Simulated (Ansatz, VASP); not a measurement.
Two plane-wave programs on Mg2CdSe3

File INCAR:

```
SYSTEM = Mg2CdSe3
  PREC = Accurate
  ENCUT = 520
  EDIFF = 1E-6
  ISMEAR = 0
  SIGMA = 0.1
  LREAL = .FALSE.
  LASPH = .TRUE.
  NELM = 100
  ALGO = Normal
  ISIF = 2
  LWAVE = .FALSE.
  LCHARG = .FALSE.
  GGA = PE
  NBANDS = 46
```

The input KPOINTS:

```
Automatic mesh
0
G
  6 6 1
  0 0 0
```

POSCAR

```
Mg2CdSe3
1.0
    3.9535401492      0.0000000000      0.0000000000
   -1.9767700746      3.4238662040      0.0000000000
    0.0000000000      0.0000000000     19.3716585164
Mg Cd Se
4 2 6
Direct
    0.3333333333      0.6666666667      0.3314038050
    0.3333333333      0.6666666667      0.8314038050
    0.6666666667      0.3333333333      0.1685961950
    0.6666666667      0.3333333333      0.6685961950
    1.0000000000      0.0000000000      0.0000000000
    0.0000000000      0.0000000000      0.5000000000
    0.0000000000      0.0000000000      0.2500000000
    0.0000000000      0.0000000000      0.7500000000
    0.3333333333      0.6666666667      0.0879064573
    0.3333333333      0.6666666667      0.5879064573
    0.6666666667      0.3333333333      0.4120935427
    0.6666666667      0.3333333333      0.9120935427
```

Input for Ansatz:

```yaml
crystal:
  lattice:
    - [3.9535401492, 0.0, 0.0]
    - [-1.9767700746, 3.423866204, 0.0]
    - [0.0, 0.0, 19.3716585164]
  atoms:
    - { symbol: Mg, position: [0.3333333333, 0.6666666667, 0.331403805] }
    - { symbol: Mg, position: [0.3333333333, 0.6666666667, 0.831403805] }
    - { symbol: Mg, position: [0.6666666667, 0.3333333333, 0.168596195] }
    - { symbol: Mg, position: [0.6666666667, 0.3333333333, 0.668596195] }
    - { symbol: Cd, position: [1.0, 0.0, 0.0] }
    - { symbol: Cd, position: [0.0, 0.0, 0.5] }
    - { symbol: Se, position: [0.0, 0.0, 0.25] }
    - { symbol: Se, position: [0.0, 0.0, 0.75] }
    - { symbol: Se, position: [0.3333333333, 0.6666666667, 0.0879064573] }
    - { symbol: Se, position: [0.3333333333, 0.6666666667, 0.5879064573] }
    - { symbol: Se, position: [0.6666666667, 0.3333333333, 0.4120935427] }
    - { symbol: Se, position: [0.6666666667, 0.3333333333, 0.9120935427] }
basis:
  ecutwfc: 420
kpoints:
  mp_grid: { grid: [6, 6, 1] }
hamiltonian:
  xc: pbe
scf:
  occupations: { method: gaussian, width: 0.1 }
  lower_state_search: "off"
output:
  forces: true
  stress: true
  eigenvalues: true
```

Alike in both runs: task single point; functional PBE; k mesh 6 × 6 × 1; occupations gaussian, width 0.1 eV; no spin polarisation.

|  | VASP | Ansatz |
| --- | --- | --- |
| version | VASP 6.6.1 | Ansatz 0.2.0 |
| potentials or method | VASP PAW PBE potentials, release 64 (Mg, Cd, Se), cutoff 520 eV | scalar-relativistic, plane waves, PAW |
| valence electrons in the cell | 68 | 176 |

VASP gave:

* gap on the k mesh at the Fermi level (eV): 0.86
* least direct gap on the mesh (eV): 1.17
* pressure (GPa): 0.0
* rms of the force components (eV/Å): 0.014

What did Ansatz give for the same quantities?

gap on the k mesh at the Fermi level (eV): 0.87; least direct gap on the mesh (eV): 1.19; pressure (GPa): 0.0; rms of the force components (eV/Å): 0.001.

Atom by atom the forces differ by 0.013 eV/Å (rms over components). With one functional, cell and mesh, what is left measures potentials, basis and numerics. VASP's potentials hold 68 valence electrons a cell and Ansatz's 176, so a difference there can come from the potentials and not from the codes.
